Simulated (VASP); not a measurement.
A run of VASP 6.6.1 is set up as follows.

The input INCAR:

```
SYSTEM = ZrTlF3
ALGO = Normal ; EDIFF = 1E-7
ENCUT = 520 ; GGA = PE
ISIF = 2 ; ISMEAR = 0
LASPH = .TRUE. ; LCHARG = .FALSE.
LREAL = .FALSE. ; LWAVE = .FALSE.
NBANDS = 57 ; NELM = 80
PREC = Accurate ; SIGMA = 0.1
```

The input KPOINTS:

```
k-points
0
G
  4 4 4
  0 0 0
```

The input POSCAR:

```
ZrTlF3
1.0
    6.2456021529      0.0000000000      0.0000000000
    0.0000000000      6.2456021529      0.0000000000
    0.0000000000      0.0000000000      4.4129118258
Zr Tl F
2 2 6
Direct
    0.0000000000      0.0000000000      0.9888699801
    0.5000000000      0.5000000000      0.9888699801
    0.5000000000      0.0000000000      0.4891832918
    0.0000000000      0.5000000000      0.4891832918
    0.2500453748      0.2499546252     -0.0110424685
    0.2499546252      0.7499546252     -0.0110424685
    0.0000000000      0.0000000000      0.4887490651
    0.7499546252      0.7500453748     -0.0110424685
    0.7500453748      0.2500453748     -0.0110424685
    0.5000000000      0.5000000000      0.4887490651
```

Potentials or basis: VASP PAW PBE potentials, release 64 (Zr_sv, Tl_d, F).

The run is started by

```sh
$ cat potpaw_PBE.64/Zr_sv/POTCAR potpaw_PBE.64/Tl_d/POTCAR potpaw_PBE.64/F/POTCAR > POTCAR
$ mpirun -np 1 vasp_std > vasp.out
```

Question: What does it give for the pressure?

Answer: -0.1 GPa.

Question: Estimate the band gap on the k mesh.

Answer: Zero (bands 46 and 47 overlap by 0.70 eV).

Forces on the atoms (eV/Å):
```
Zr   0.000  0.000 -0.002
Zr   0.000  0.000 -0.002
Tl   0.000  0.000 -0.001
Tl   0.000  0.000 -0.001
F    0.000  0.000  0.001
F    0.000  0.000  0.001
F    0.000  0.000  0.002
F    0.000  0.000  0.001
F    0.000  0.000  0.001
F    0.000  0.000  0.002
```

Caveat: spin-orbit coupling is left out, which moves the levels of the heavy elements.
